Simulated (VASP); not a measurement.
Input of a VASP 6.6.1 run:

Contents of INCAR:

```
PREC = Accurate ; ENCUT = 520
EDIFF = 1E-6 ; ISMEAR = 0
SIGMA = 0.02 ; LREAL = False
LASPH = True ; NELM = 60
ALGO = Normal ; ISIF = 2
LWAVE = False ; LCHARG = False
GGA = PE ; NBANDS = 28
```

KPOINTS

```
Automatic mesh
0
Gamma
  7 7 7
```

POSCAR

```
SrTiO3
1.0
    3.8677060746      0.0000000000      0.0000000000
    0.0000000000      3.8677060746      0.0000000000
    0.0000000000      0.0000000000      3.9829368095
Sr Ti O
1 1 3
Direct
    0.0000000000      0.0000000000      0.0000000000
    0.5000000000      0.5000000000      0.5000000000
    0.5000000000      0.5000000000      0.0000000000
    0.0000000000      0.5000000000      0.5000000000
    0.5000000000      0.0000000000      0.5000000000
```

Potentials or basis: VASP PAW PBE potentials, release 64 (Sr_sv, Ti_sv, O).

Run with:

```console
$ cat potpaw_PBE.64/Sr_sv/POTCAR potpaw_PBE.64/Ti_sv/POTCAR potpaw_PBE.64/O/POTCAR > POTCAR
$ mpirun -np 1 vasp_std > vasp.out
```

What does it give for the band gap on the k mesh?

1.90 eV (least direct gap 2.19 eV).

Estimate the pressure.

5.2 GPa.

Stress tensor (GPa, compression positive):
```
7.46 0.00 0.00
0.00 7.46 0.00
0.00 0.00 0.59
```

Caveat: the stress differs along the axes, from 1 to 7 GPa. A k mesh can miss the band edges.
